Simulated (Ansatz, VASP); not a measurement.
**Sn in VASP and in Ansatz**

Contents of INCAR:

```
SYSTEM = Sn
ALGO = Normal
EDIFF = 1E-6
ENCUT = 500
GGA = PE
GGA_COMPAT = .False.
ISIF = 2
ISMEAR = 0
LASPH = .True.
LCHARG = .False.
LREAL = .False.
LWAVE = .False.
NBANDS = 13
NELM = 120
PREC = Accurate
SIGMA = 0.05
```

KPOINTS

```
k-points
0
Gamma
  8 8 8
  0 0 0
```

Contents of POSCAR:

```
Sn
1.0
    0.0000000000      2.4126552212      2.4126552212
    2.4126552212      0.0000000000      2.4126552212
    2.4126552212      2.4126552212      0.0000000000
Sn
1
Direct
    0.0000000000      0.0000000000      0.0000000000
```

Input for Ansatz:

```yaml
crystal:
  lattice:
    - [0.0, 2.4126552212, 2.4126552212]
    - [2.4126552212, 0.0, 2.4126552212]
    - [2.4126552212, 2.4126552212, 0.0]
  atoms:
    - { symbol: Sn, position: [0.0, 0.0, 0.0] }
basis:
  ecutwfc: 420
  ecutrho_ratio: 4
kpoints:
  mp_grid: { grid: [8, 8, 8] }
hamiltonian:
  xc: pbe
scf:
  occupations: { method: gaussian, width: 0.05 }
output:
  forces: true
  stress: true
  eigenvalues: true
```

Alike in both runs: task single point; functional PBE; k mesh 8 × 8 × 8; occupations gaussian, width 0.05 eV; no spin polarisation.

```csv
,VASP,Ansatz
version,VASP 6.6.1,Ansatz 0.2.0
potentials or method,"VASP PAW PBE potentials, release 64 (Sn_d), cutoff 500 eV","scalar-relativistic, plane waves, PAW"
valence electrons in the cell,14,14
```

```tsv
	VASP	Ansatz	Ansatz less VASP
gap on the k mesh at the Fermi level (eV)	none	none	-
pressure (GPa)	0.0	0.0	-0.05
```

A gap of «none» marks a metal or a gap that the smearing closes.
